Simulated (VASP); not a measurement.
# C (R-3m) in VASP: notebook

Runs on C. Level: PBEsol. Tasks: single point, relaxation of cell and atoms.

Program: VASP 6.6.1. These are calculated values, not measurements. Logs are shortened: lines on timing, memory, paths and dates and some standing lists are left out, and cuts for length are marked.

### Step 1. The cell of the first run

The structure is trigonal, space group R-3m (No. 166). The conventional cell has a = 5.113 Å, b = 5.113 Å, c = 20.127 Å, α = 90.00°, β = 90.00°, γ = 120.00°. C (site symmetry m) has 3 C at 1.34 to 1.40 Å within 1.8 Å. Within 1.8 Å of C (site symmetry m) lie 2 C at 1.35 Å.

### Step 2. Single point, PBEsol

INCAR

```
SYSTEM = C
PREC = Accurate
ENCUT = 910
EDIFF = 1E-6
ISMEAR = 0
SIGMA = 0.1
LREAL = .FALSE.
LASPH = .TRUE.
NELM = 120
ALGO = Normal
ISIF = 2
LWAVE = .FALSE.
LCHARG = .FALSE.
GGA = PS
NBANDS = 36
GGA_COMPAT = .FALSE.
```

KPOINTS

```
regular mesh
0
G
  6 6 6
  0 0 0
```

POSCAR

```
C
1.0
    2.5562938958      1.4758769688      6.7090146577
   -2.5562938958      1.4758769688      6.7090146577
    0.0000000000     -2.9517539377      6.7090146577
C
12
Direct
   -0.0755838398      0.6512064107     -0.0755838398
   -0.0755838398     -0.0755838398      0.6512064107
    0.6512064107     -0.0755838398     -0.0755838398
    1.0755838398      0.3487935893      1.0755838398
    0.3487935893      1.0755838398      1.0755838398
    1.0755838398      1.0755838398      0.3487935893
    0.1518959691      0.6953231849      0.1518959691
    0.1518959691      0.1518959691      0.6953231849
    0.6953231849      0.1518959691      0.1518959691
    0.8481040309      0.3046768151      0.8481040309
    0.3046768151      0.8481040309      0.8481040309
    0.8481040309      0.8481040309      0.3046768151
```

Potentials or basis: VASP PAW PBE potentials, release 64 (C_h).

On the command line:

```
$ cat potpaw_PBE.64/C_h/POTCAR > POTCAR
$ mpirun -np 1 vasp_std > vasp.out
```

OUTCAR:

```text
SYSTEM = C
   PREC = Accurate
   ENCUT = 910
   EDIFF = 1E-6
   ISMEAR = 0
   LREAL = .FALSE.
   LASPH = .TRUE.
   NELM = 120
   ISIF = 2
   GGA = PS

 ion  position               nearest neighbor table
   1  0.924  0.651  0.924-   4 1.34   2 1.40   3 1.40
   2  0.924  0.924  0.651-   6 1.34   3 1.40   1 1.40
   3  0.651  0.924  0.924-   5 1.34   2 1.40   1 1.40
   4  0.076  0.349  0.076-   1 1.34   6 1.40   5 1.40
   5  0.349  0.076  0.076-   3 1.34   6 1.40   4 1.40
   6  0.076  0.076  0.349-   2 1.34   4 1.40   5 1.40
   7  0.152  0.695  0.152-  11 1.35  12 1.35
   8  0.152  0.152  0.695-  10 1.35  11 1.35
   9  0.695  0.152  0.152-  10 1.35  12 1.35
  10  0.848  0.305  0.848-   9 1.35   8 1.35
  11  0.305  0.848  0.848-   7 1.35   8 1.35
  12  0.848  0.848  0.305-   7 1.35   9 1.35

  LATTYP: Found a trigonal (rhomboedric) cell.
 ALAT       =     7.3296472620
 COS(alpha) =     0.7567317606

  Lattice vectors:

 A1 = (   2.5562938958,   1.4758769688,   6.7090146577)
 A2 = (  -2.5562938958,   1.4758769688,   6.7090146577)
 A3 = (   0.0000000000,  -2.9517539377,   6.7090146577)

Analysis of symmetry for initial positions (statically):
=====================================================================
 Subroutine PRICEL returns:
 Original cell was already a primitive cell.

 Routine SETGRP: Setting up the symmetry group for a
 trigonal (rhombohedral) supercell.

 Subroutine GETGRP returns: Found 12 space group operations
 (whereof 12 operations were pure point group operations)
 out of a pool of 12 trial point group operations.

The static configuration has the point symmetry D_3d.

Analysis of symmetry for dynamics (positions and initial velocities):
=====================================================================
 Subroutine PRICEL returns:
 Original cell was already a primitive cell.

 Routine SETGRP: Setting up the symmetry group for a
 trigonal (rhombohedral) supercell.

 Subroutine GETGRP returns: Found 12 space group operations
 (whereof 12 operations were pure point group operations)
 out of a pool of 12 trial point group operations.

The dynamic configuration has the point symmetry D_3d.

 Subroutine INISYM returns: Found 12 space group operations
 (whereof 12 operations are pure point group operations),
 and found     1 'primitive' translations

----------------------------------------------------------------------------------------

                                     Primitive cell

  volume of cell :     151.8696

  direct lattice vectors                    reciprocal lattice vectors
     2.556293896  1.475876969  6.709014658     0.195595663  0.112927209  0.049684395
    -2.556293896  1.475876969  6.709014658    -0.195595663  0.112927209  0.049684395
     0.000000000 -2.951753938  6.709014658     0.000000000 -0.225854418  0.049684395

  length of vectors
     7.329647262  7.329647262  7.329647262     0.231254745  0.231254745  0.231254745

  position of ions in fractional coordinates (direct lattice)
     0.924416160  0.651206411  0.924416160
     0.924416160  0.924416160  0.651206411
     0.651206411  0.924416160  0.924416160
     0.075583840  0.348793589  0.075583840
     0.348793589  0.075583840  0.075583840
     0.075583840  0.075583840  0.348793589
     0.151895969  0.695323185  0.151895969
     0.151895969  0.151895969  0.695323185
     0.695323185  0.151895969  0.151895969
     0.848104031  0.304676815  0.848104031
     0.304676815  0.848104031  0.848104031
     0.848104031  0.848104031  0.304676815

  ion indices of the primitive-cell ions
   primitive index   ion index
                 1           1
                 2           2
                 3           3
                 4           4
                 5           5
                 6           6
                 7           7
                 8           8
                 9           9
                10          10
                11          11
                12          12

----------------------------------------------------------------------------------------

 KPOINTS: regular mesh

Automatic generation of k-mesh.
 Grid dimensions read from file:
 generate k-points for:    6    6    6

 Generating k-lattice:

  Cartesian coordinates                     Fractional coordinates (reciprocal lattice)
     0.032599277  0.018821201  0.008280732     0.166666667  0.000000000  0.000000000
    -0.032599277  0.018821201  0.008280732     0.000000000  0.166666667  0.000000000
     0.000000000 -0.037642403  0.008280732     0.000000000  0.000000000  0.166666667

  Length of vectors
     0.038542457  0.038542457  0.038542457

  Shift w.r.t. Gamma in fractional coordinates (k-lattice)
     0.000000000  0.000000000  0.000000000

 Subroutine IBZKPT returns following result:
 ===========================================

 Found     32 irreducible k-points:

 Following reciprocal coordinates:
            Coordinates               Weight
  0.000000  0.000000  0.000000      1.000000
  0.166667  0.000000 -0.000000      6.000000
  0.333333  0.000000  0.000000      6.000000
  0.500000 -0.000000  0.000000      3.000000
  0.166667  0.166667 -0.000000      6.000000
  0.333333  0.166667  0.000000     12.000000
[... 16 lines left out ...]
  0.500000  0.500000  0.166667      6.000000
 -0.333333  0.500000  0.166667     12.000000
 [... further k-points ...]
   k-points           NKPTS =     32   k-points in BZ     NKDIM =     32   number of bands    NBANDS=     36
   number of dos      NEDOS =    301   number of ions     NIONS =     12
   total plane-waves  NPLWV = 373248
   dimension x,y,z NGX =    72 NGY =   72 NGZ =   72
   dimension x,y,z NGXF=   144 NGYF=  144 NGZF=  144
   ions per type =              12
   NGX,Y,Z   is equivalent  to a cutoff of  16.33, 16.33, 16.33 a.u.
   NGXF,Y,Z  is equivalent  to a cutoff of  32.66, 32.66, 32.66 a.u.
 SYSTEM =  C
   PREC   = accura    normal or accurate (medium, high low for compatibility)
   ISTART =      0    job   : 0-new  1-cont  2-samecut
   ICHARG =      2    charge: 1-file 2-atom 10-const
   ISPIN  =      1    spin polarized calculation?
   LNONCOLLINEAR =      F non collinear calculations
   LSORBIT =      F    spin-orbit coupling
   LASPH  =      T    aspherical Exc in radial PAW
   ENCUT  =  910.0 eV  66.88 Ry    8.18 a.u.  18.03 18.03 18.03*2*pi/ulx,y,z
[... 15 lines left out ...]
   EFERMI =   0.00;   METHOD = LEGACY
   ISMEAR =     0;   SIGMA  =   0.10  broadening in eV -4-tet -1-fermi 0-gaus
   EFERMI_NEDOS =   21; number of points for ismear=-14 and -15
   IALGO  =     38    algorithm
   IMIX   =      4    mixing-type and parameters
     AMIX     =   0.40;   BMIX     =  1.00
     AMIX_MAG =   1.60;   BMIX_MAG =  1.00
  volume/ion in A,a.u.               =      12.66        85.41
  Fermi-wavevector in a.u.,A,eV,Ry     =   1.115146  2.107320 16.919523  1.243550
  Thomas-Fermi vector in A             =   2.251748
   LORBIT       =      0    0 simple, 1 ext, 2 COOP (PROOUT), +10 PAW based schemes
   GGA     = PS    functional components
   LHFCALC =     F    Hartree Fock is set to
   AEXX    =    0.0000 exact exchange contribution
   IVDW    =     0    specifies the selected vdW correction
   LEPSILON=     F    determine dielectric tensor
   LRPA    =     F    only Hartree local field effects (RPA)
 non-spin polarized calculation
 Gauss-broadening in eV      SIGMA  =   0.10
  energy-cutoff  :      910.00
  volume of cell :      151.87
 maximum number of plane-waves:      9544
   NGX = 37   NGY = 37   NGZ = 37

 number of electron      48.0000000 magnetization

 Free energy of the ion-electron system (eV)
  ---------------------------------------------------
  ext. energy  EPLUGINS =         0.00000000
  ---------------------------------------------------
  free energy    TOTEN  =       -97.08959275 eV

  energy without entropy =      -97.06642032  energy(sigma->0) =      -97.07800654

 E-fermi :   1.4028     XC(G=0):  -8.7766

 val. band max:        1.3995445851   @ k =   0.5000   0.5000   0.1667
 cond. band min:       1.4068861974   @ k =   0.5000   0.5000   0.3333
 fundamental gap:      0.0073416123
 Fermi energy:         1.4027543674

 k-point     1 :       0.0000    0.0000    0.0000
  band No.  band energies     occupation
      1     -17.5796      2.00000
      2     -16.1447      2.00000
      3     -15.9338      2.00000
      4     -11.8361      2.00000
      5     -11.8361      2.00000
      6     -11.3107      2.00000
[... 28 lines left out ...]
     35       8.9158      0.00000
     36       9.1508      0.00000

 k-point     2 :       0.1667    0.0000   -0.0000
  band No.  band energies     occupation
      1     -17.5115      2.00000
      2     -16.2553      2.00000
      3     -15.8910      2.00000
      4     -12.0043      2.00000
      5     -11.8823      2.00000
      6     -11.3468      2.00000
[... 28 lines left out ...]
     35       9.0477      0.00000
     36       9.5755      0.00000

 k-point     3 :       0.3333    0.0000    0.0000
  band No.  band energies     occupation
      1     -17.3288      2.00000
      2     -16.5185      2.00000
      3     -15.7989      2.00000
      4     -12.3187      2.00000
      5     -11.9678      2.00000
      6     -11.4159      2.00000
[... 28 lines left out ...]
     35       9.3178      0.00000
     36       9.9999      0.00000

 k-point     4 :       0.5000   -0.0000    0.0000
  band No.  band energies     occupation
      1     -17.1741      2.00000
      2     -16.7117      2.00000
      3     -15.7490      2.00000
      4     -12.4691      2.00000
      5     -12.0077      2.00000
      6     -11.4490      2.00000
[... 28 lines left out ...]
     35       9.4540      0.00000
     36      10.0200      0.00000

 k-point     5 :       0.1667    0.1667   -0.0000
  band No.  band energies     occupation
      1     -17.5110      2.00000
      2     -16.2556      2.00000
      3     -15.8915      2.00000
      4     -12.0028      2.00000
      5     -11.8867      2.00000
      6     -11.3411      2.00000
[... 655 lines left out ...]
 k-point    22 :      -0.1667    0.3333    0.1667
  band No.  band energies     occupation
      1     -17.1744      2.00000
      2     -16.7107      2.00000
      3     -15.7501      2.00000
      4     -12.3961      2.00000
      5     -12.1051      2.00000
      6     -11.4800      2.00000
[... 28 lines left out ...]
     35       9.5372      0.00000
     36      10.1125      0.00000

 k-point    23 :       0.5000    0.5000    0.1667
  band No.  band energies     occupation
      1     -17.3250      2.00000
      2     -16.5213      2.00000
      3     -15.8026      2.00000
      4     -12.3175      2.00000
      5     -11.9830      2.00000
      6     -11.3962      2.00000
[... 28 lines left out ...]
     35       9.8036      0.00000
     36       9.9472      0.00000

 k-point    24 :      -0.3333    0.5000    0.1667
  band No.  band energies     occupation
      1     -17.1713      2.00000
      2     -16.7132      2.00000
      3     -15.7520      2.00000
      4     -12.3952      2.00000
      5     -12.1111      2.00000
      6     -11.4735      2.00000
[... 28 lines left out ...]
     35       9.7028      0.00000
     36      10.1178      0.00000

 [... further k-points ...]

------------------------ aborting loop because EDIFF is reached ----------------------------------------

  FORCE on cell =-STRESS in cart. coord.  units (eV):
  Direction    XX          YY          ZZ          XY          YZ          ZX
  --------------------------------------------------------------------------------------
  -------------------------------------------------------------------------------------
  Total       -0.0127791     -0.0127791     -0.0056501      0.0000000      0.0000000     -0.0000000
  in kB       -0.1348157     -0.1348157     -0.0596067      0.0000000      0.0000000     -0.0000000
  external PRESSURE =      -0.1097460 kB  Pullay stress =       0.0000000 kB

 VOLUME and BASIS-vectors are now :
 -----------------------------------------------------------------------------
  energy-cutoff  :      910.00
  volume of cell :      151.87
      direct lattice vectors                 reciprocal lattice vectors
     2.556293896  1.475876969  6.709014658     0.195595663  0.112927209  0.049684395
    -2.556293896  1.475876969  6.709014658    -0.195595663  0.112927209  0.049684395
     0.000000000 -2.951753938  6.709014658     0.000000000 -0.225854418  0.049684395

 POSITION                                       TOTAL-FORCE (eV/Angst)
 -----------------------------------------------------------------------------------
      0.69840     -0.40322     16.77280         0.027410     -0.015825      0.002741
      0.00000      0.80645     16.77280         0.000000      0.031650      0.002741
     -0.69840     -0.40322     16.77280        -0.027410     -0.015825      0.002741
     -0.69840      0.40322      3.35425        -0.027410      0.015825     -0.002741
      0.69840      0.40322      3.35425         0.027410      0.015825     -0.002741
      0.00000     -0.80645      3.35425         0.000000     -0.031650     -0.002741
     -1.38916      0.80203      6.70308         0.030535     -0.017629     -0.002678
      0.00000     -1.60406      6.70308         0.000000      0.035258     -0.002678
      1.38916      0.80203      6.70308        -0.030535     -0.017629     -0.002678
      1.38916     -0.80203     13.42397        -0.030535      0.017629      0.002678
     -1.38916     -0.80203     13.42397         0.030535      0.017629      0.002678
      0.00000      1.60406     13.42397         0.000000     -0.035258      0.002678
 -----------------------------------------------------------------------------------
    total drift:                               -0.000000     -0.000000      0.000000

  FREE ENERGIE OF THE ION-ELECTRON SYSTEM (eV)
  ---------------------------------------------------
  free  energy   TOTEN  =       -97.0895927536 eV

  energy  without entropy=      -97.0664203219  energy(sigma->0) =      -97.07800654
```

It took 7.9 min on 1 thread of Intel Xeon 6975P-C (Granite Rapids), shared host; peak memory 0.85 GiB.

What came out:

| Item | Value |
| --- | --- |
| Free energy | -97.0896 eV |
| Pressure | 0.0 GPa |
| Largest force | 0.035 eV/Å |
| Band gap on the k mesh | zero (bands 24 and 25 overlap by 0.02 eV) |

Forces in eV/Å, atoms in the order of the input:
```
C    0.027 -0.016  0.003
C    0.000  0.032  0.003
C   -0.027 -0.016  0.003
C   -0.027  0.016 -0.003
C    0.027  0.016 -0.003
C    0.000 -0.032 -0.003
C    0.031 -0.018 -0.003
C    0.000  0.035 -0.003
C   -0.031 -0.018 -0.003
C   -0.031  0.018  0.003
C    0.031  0.018  0.003
C    0.000 -0.035  0.003
```

Caveat: the cutoff is under 1.25 times the usual one of these potentials, so pressure, stress and relaxed cells hold a basis-set (Pulay) error; this functional lacks dispersion, which binds the layers, so the pressure and a relaxed spacing across them are unreliable; the PAW data sets were made with another functional, which shifts forces and pressure a little.

### Step 3. Single point, PBEsol

This run uses another cell than the first one: it holds 4 atoms, not 12.

INCAR

```
ALGO = Normal
EDIFF = 1E-7
ENCUT = 520
GGA = PS
ISIF = 2
ISMEAR = 0
LASPH = True
LCHARG = False
LREAL = False
LWAVE = False
NBANDS = 16
NELM = 80
PREC = Accurate
SIGMA = 0.01
```

KPOINTS

```
k-points
0
Gamma
  18 18 18
```

POSCAR

```
C
1.0
    1.2294339498      0.7098140219      7.6726768901
   -1.2294339498      0.7098140219      7.6726768901
    0.0000000000     -1.4196280437      7.6726768901
C
4
Direct
    0.9207737826      0.9207737826      0.9207737826
    0.2540987679      0.2540987679      0.2540987679
    0.7459012321      0.7459012321      0.7459012321
    0.0792262174      0.0792262174      0.0792262174
```

Potentials or basis: VASP PAW PBE potentials, release 64 (C).

On the command line:

```
$ cat potpaw_PBE.64/C/POTCAR > POTCAR
$ mpirun -np 1 vasp_std > vasp.out
```

It took 65 min on 1 thread of Intel Xeon 8259CL, shared host; peak memory 0.65 GiB.

The run converged. Its results:

| Property | Result |
| --- | --- |
| Free energy | -38.5747 eV |
| Pressure | 0.6 GPa |

Stress tensor (GPa, compression positive):
```
 0.92  0.00  0.00
 0.00  0.92  0.00
 0.00  0.00 -0.10
```

Caveat: this functional lacks dispersion, which binds the layers, so the pressure and a relaxed spacing across them are unreliable; the PAW data sets were made with another functional, which shifts forces and pressure a little.

### Step 4. Relaxation of cell and atoms, PBEsol

This run uses another cell than the first one: it holds 2 atoms, not 12.

INCAR

```
SYSTEM = C
PREC = Accurate
ENCUT = 600
EDIFF = 1E-6
ISMEAR = 0
SIGMA = 0.02
LREAL = .False.
LASPH = .True.
NELM = 80
ALGO = Normal
ISIF = 3
LWAVE = .False.
LCHARG = .False.
GGA = PS
IBRION = 2
NSW = 100
EDIFFG = -0.01
```

KPOINTS

```
Automatic mesh
0
Gamma
  18 18 18
  0 0 0
```

POSCAR

```
C
1.0
    1.2294805035      0.7098408997      3.4422202483
   -1.2294805035      0.7098408997      3.4422202483
    0.0000000000     -1.4196817993      3.4422202483
C
2
Direct
    0.1665477711      0.1665477711      0.1665477711
    0.8334522289      0.8334522289      0.8334522289
```

On the command line:

```
$ cat potpaw_PBE.64/C/POTCAR > POTCAR
$ mpirun -np 1 vasp_std > vasp.out
```

Wall time 11 min (1 thread of Intel Xeon 6975P-C (Granite Rapids), shared host); peak memory 0.22 GiB.

Results (log left out):

```
Free energy                           : -19.2933 eV
Relaxed volume                        : 9.34 Å³/atom
Relaxed cell                          : a = 3.836 Å, b = 3.836 Å, c = 3.836 Å, α = 37.40°, β = 37.40°, γ = 37.40°
Space group after relaxing (to 0.1 Å) : R-3m (No. 166)
Energy gained by relaxing             : 0.3 meV/atom
Ionic steps                           : 16
Pressure after relaxing               : 0.0 GPa
Largest force after relaxing          : 0.007 eV/Å
```

Forces in eV/Å, atoms in the order of the input:
```
C    0.000  0.000 -0.007
C    0.000  0.000  0.007
```

Stress tensor (GPa, compression positive):
```
 0.09  0.00  0.00
 0.00  0.09  0.00
 0.00  0.00 -0.10
```

The path:
```tsv
step	energy change (eV)	largest force (eV/Å)	pressure (GPa)	volume (Å³)
1	0.0000	0.0261	0.42	18.02
2	0.0000	0.0157	-0.50	18.09
3	-0.0001	0.0054	-0.05	18.06
4	-0.0001	0.0178	0.12	18.07
5	-0.0001	0.0390	0.28	18.09
6	-0.0001	0.0396	0.26	18.10
7	-0.0002	0.0414	0.22	18.13
8	-0.0003	0.0450	0.16	18.21
9	-0.0004	0.0524	0.24	18.35
10	-0.0004	0.0677	0.16	18.63
11	-0.0004	0.0408	-0.47	18.74
12	-0.0005	0.0133	-0.17	18.69
13	-0.0005	0.0174	-0.13	18.68
14	-0.0005	0.0154	-0.12	18.68
15	-0.0005	0.0024	0.24	18.66
16	-0.0006	0.0075	0.02	18.67
```

Final structure:
```
C
1.0
     1.22992    0.71010    3.56339
    -1.22992    0.71010    3.56339
     0.00000   -1.42020    3.56339
C
2
Direct
  0.16666 0.16666 0.16666
  0.83334 0.83334 0.83334
```

Caveat: this functional lacks dispersion, which binds the layers, so the pressure and a relaxed spacing across them are unreliable; the PAW data sets were made with another functional, which shifts forces and pressure a little.

### Step 5. Overview

| task | potentials or basis | cell | k mesh | cutoff (eV) | smearing | pressure (GPa) | largest force (eV/Å) |
| --- | --- | --- | --- | --- | --- | --- | --- |
| single point | VASP PAW PBE potentials, release 64 (C_h) | a = 7.330 Å, angles 40.8°, 12 atoms, atomic positions A | 6 × 6 × 6 | 910 | gaussian 0.1 eV | 0.0 | 0.04 |
| single point | VASP PAW PBE potentials, release 64 (C) | a = 7.803 Å, angles 18.1°, 4 atoms, atomic positions B | 18 × 18 × 18 | 520 | gaussian 0.01 eV | 0.6 | - |
| relaxation of cell and atoms | VASP PAW PBE potentials, release 64 (C) | relaxed from a = 3.723 Å, angles 38.6°, 2 atoms, atomic positions C | 18 × 18 × 18 | 600 | gaussian 0.02 eV | 0.0 | 0.01 |

Alike in all rows: level PBEsol; no spin polarisation.

Caveats: this functional lacks dispersion, which binds the layers, so the pressure and a relaxed spacing across them are unreliable; the PAW data sets were made with another functional, which shifts forces and pressure a little; the cutoff is under 1.25 times the usual one of these potentials, so pressure, stress and relaxed cells hold a basis-set (Pulay) error (at least some runs).

Absolute energies hang on the potentials; compare differences alone.
